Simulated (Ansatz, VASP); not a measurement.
# One calculation of LiH3, two programs

Contents of INCAR:

```
PREC     = Accurate       # precision mode
ENCUT    = 600            # plane-wave cutoff, eV
EDIFF    = 1E-6           # SCF threshold, eV
ISMEAR   = 0              # smearing method
SIGMA    = 0.1            # smearing width, eV
LREAL    = F              # projectors in reciprocal space
LASPH    = T              # aspherical terms in the spheres
NELM     = 60             # most SCF steps
ALGO     = Normal         # electronic algorithm
ISIF     = 3              # what is computed and relaxed
LWAVE    = F              # write WAVECAR
LCHARG   = F              # write CHGCAR
GGA      = PE             # functional
IBRION   = 2              # ionic algorithm
NSW      = 90             # ionic steps
EDIFFG   = -0.04          # ionic threshold
```

The input KPOINTS:

```
regular mesh
0
Gamma
  6 6 4
```

Contents of POSCAR:

```
LiH3
1.0
    2.8231963600      0.0000000000      0.0000000000
   -1.4115981800      2.4449597600      0.0000000000
    0.0000000000      0.0000000000      4.9389273500
Li H
1 3
Direct
    0.0000000000      0.0000000000      0.5000000000
    0.0000000000      0.0000000000      0.8026315000
    0.0000000000      0.0000000000      0.1973685000
    0.0000000000      0.0000000000      0.0000000000
```

Input for Ansatz:

```yaml
crystal:
  lattice:
    - [2.82319636, 0.0, 0.0]
    - [-1.41159818, 2.44495976, 0.0]
    - [0.0, 0.0, 4.93892735]
  atoms:
    - { symbol: Li, position: [0.0, 0.0, 0.5] }
    - { symbol: H, position: [0.0, 0.0, 0.8026315] }
    - { symbol: H, position: [0.0, 0.0, 0.1973685] }
    - { symbol: H, position: [0.0, 0.0, 0.0] }
basis:
  ecutwfc: 420
kpoints:
  mp_grid: { grid: [6, 6, 4] }
hamiltonian:
  xc: pbe
scf:
  occupations: { method: gaussian, width: 0.1 }
  lower_state_search: "off"
output:
  forces: true
  stress: true
  eigenvalues: true
relax:
  adjacent_minimum: "off"
  f_tol: 0.04
  max_steps: 70
  cell: { stress_tol: 0.4 }
```

Alike in both runs: task relaxation of cell and atoms; functional PBE; k mesh 6 × 6 × 4; occupations gaussian, width 0.1 eV; no spin polarisation.

|  | VASP | Ansatz |
| --- | --- | --- |
| version | VASP 6.6.1 | Ansatz 0.2.0 |
| potentials or method | VASP PAW PBE potentials, release 64 (Li_sv, H), cutoff 600 eV | scalar-relativistic, plane waves, PAW |
| valence electrons in the cell | 6 | 6 |

Ansatz gave:

* gap on the k mesh at the Fermi level, each at its own relaxed structure (eV): 2.40
* relaxed volume (Å³/atom): 20.16
* relaxed cell length with the largest relative difference (Å): 4.157

Question: Estimate VASP's values.

Answer: gap on the k mesh at the Fermi level, each at its own relaxed structure (eV): 1.35; relaxed volume (Å³/atom): 13.63; relaxed cell length with the largest relative difference (Å): 3.436.

One of these differences is far larger than is usual between the two programs; its cause wasn't traced.

The k mesh is coarse, so the values compare programs but aren't converged. Noted on VASP's run: the cutoff is short for stress, so the pressure is rough; the volume moved by over 15 % at a fixed basis, so the end points are rough.
